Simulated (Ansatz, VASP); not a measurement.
**Two plane-wave programs on TaTiSi4**

```
Ti Ta Si
1.0
     0.00000    4.16389    4.31771
     2.40649    0.00000    4.31771
     2.40649    4.16389    0.00000
Ti Ta Si
1 1 4
Direct
  0.75000 0.75000 0.75000
  0.50000 0.50000 0.50000
  0.09585 0.40415 0.09585
  0.40415 0.09585 0.40415
  0.16072 0.83928 0.16072
  0.83928 0.16072 0.83928
```

Alike in both runs: functional PBE; k mesh 10 × 10 × 10; occupations gaussian, width 0.1 eV; no spin polarisation.

Ansatz relaxed the structure, and its values are those at the end. VASP's run is a single point on that final structure, the one shown.

```csv
,VASP,Ansatz
version,VASP 6.6.1,Ansatz 0.2.0
potentials or method,"VASP PAW PBE potentials, release 64 (Ti_sv, Ta_pv, Si), cutoff 520 eV","scalar-relativistic, plane waves, PAW"
valence electrons in the cell,39,41
```

|  | VASP | Ansatz | Ansatz less VASP |
| --- | --- | --- | --- |
| gap on the k mesh at the Fermi level (eV) | none | none | - |
| pressure (GPa) | 0.0 | 0.0 | -0.03 |

A gap of «none» marks a metal or a gap that the smearing closes. VASP's potentials hold 39 valence electrons a cell and Ansatz's 41, so a difference there can come from the potentials and not from the codes.

Spin-orbit coupling is off throughout.
